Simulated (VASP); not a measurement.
Here is a VASP 6.6.1 calculation.

INCAR

```
SYSTEM = CsPbCl3
  ALGO = Normal
  EDIFF = 1E-6
  ENCUT = 520
  GGA = PS
  ISIF = 2
  ISMEAR = -1
  LASPH = .TRUE.
  LCHARG = .TRUE.
  LELF = .TRUE.
  LREAL = .FALSE.
  LVHAR = .TRUE.
  LWAVE = .FALSE.
  NBANDS = 30
  NELM = 80
  PREC = Accurate
  SIGMA = 0.05
```

The input KPOINTS:

```
k-points
0
G
  4 4 4
  0 0 0
```

Contents of POSCAR:

```
CsPbCl3
1.0
    5.6050000000      0.0000000000      0.0000000000
    0.0000000000      5.6050000000      0.0000000000
    0.0000000000      0.0000000000      5.6050000000
Pb Cs Cl
1 1 3
Direct
    0.5000000000      0.5000000000      0.5000000000
    0.0000000000      0.0000000000      0.0000000000
    0.5000000000      0.0000000000      0.5000000000
    0.0000000000      0.5000000000      0.5000000000
    0.5000000000      0.5000000000      0.0000000000
```

Potentials or basis: VASP PAW PBE potentials, release 64 (Pb_d, Cs_sv, Cl).

The run is started by

```sh
$ cat potpaw_PBE.64/Pb_d/POTCAR potpaw_PBE.64/Cs_sv/POTCAR potpaw_PBE.64/Cl/POTCAR > POTCAR
$ mpirun -np 1 vasp_std > vasp.out
```

**Question.** What does it give for the band gap on the k mesh?

**Answer.** 1.80 eV, direct.

**Question.** What does it give for the pressure?

**Answer.** 0.2 GPa.

Caveat: the PAW data sets were made with another functional, which shifts forces and pressure a little; spin-orbit coupling is left out, which moves the levels of the heavy elements. A k mesh can miss the band edges.
